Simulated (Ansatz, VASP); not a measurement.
**BP: VASP beside Ansatz**

File INCAR:

```
SYSTEM = BP
PREC = Accurate
ENCUT = 500
EDIFF = 1E-6
ISMEAR = 0
SIGMA = 0.02
LREAL = .False.
LASPH = .True.
NELM = 120
ALGO = Normal
ISIF = 2
LWAVE = .False.
LCHARG = .False.
GGA = PE
NBANDS = 11
GGA_COMPAT = .False.
```

Contents of KPOINTS:

```
Automatic mesh
0
Gamma
  10 10 10
  0 0 0
```

Contents of POSCAR:

```
BP
1.0
    0.0000000000      2.2740784696      2.2740784696
    2.2740784696      0.0000000000      2.2740784696
    2.2740784696      2.2740784696      0.0000000000
B P
1 1
Direct
    0.0000000000      0.0000000000      0.0000000000
    0.2500000000      0.2500000000      0.2500000000
```

Input for Ansatz:

```yaml
crystal:
  lattice:
    - [0.0, 2.2740784672, 2.2740784672]
    - [2.2740784672, 0.0, 2.2740784672]
    - [2.2740784672, 2.2740784672, 0.0]
  atoms:
    - { symbol: B, position: [0.0, 0.0, 0.0] }
    - { symbol: P, position: [0.25, 0.25, 0.25] }
basis:
  ecutwfc: 420
kpoints:
  mp_grid: { grid: [10, 10, 10] }
  band_path:
    path:
      - [[0.0, 0.0, 0.0], [-0.5, -0.5, 0.0], [-0.375, -0.375, 0.25]]
      - [[-0.375, 0.0, 0.375], [0.0, 0.0, 0.0], [0.0, 0.0, 0.5], [-0.5, -0.25, 0.25], [-0.5, -0.5, 0.0]]
    npoints: 10
hamiltonian:
  xc: pbe
  pseudopotentials: { kind: paw, azcp: { folder: soft_1 } }
scf:
  occupations: { method: gaussian, width: 0.02 }
  n_extra_bands: 7
output:
  forces: true
  stress: true
  eigenvalues: true
```

Alike in both runs: task single point; functional PBE; k mesh 10 × 10 × 10; occupations gaussian, width 0.02 eV; no spin polarisation.

```csv
,VASP,Ansatz
version,VASP 6.6.1,Ansatz 0.2.0
potentials or method,"VASP PAW PBE potentials, release 64 (B, P), cutoff 500 eV","scalar-relativistic, plane waves, PAW"
valence electrons in the cell,8,8
```

```tsv
	VASP	Ansatz	Ansatz less VASP
gap on the k mesh at the Fermi level (eV)	1.25	1.25	+0.004
least direct gap on the mesh (eV)	3.39	3.39	+0.003
pressure (GPa)	-0.2	0.0	+0.21
```

The functional is the same, so the differences come from potentials, cutoffs and numerics.
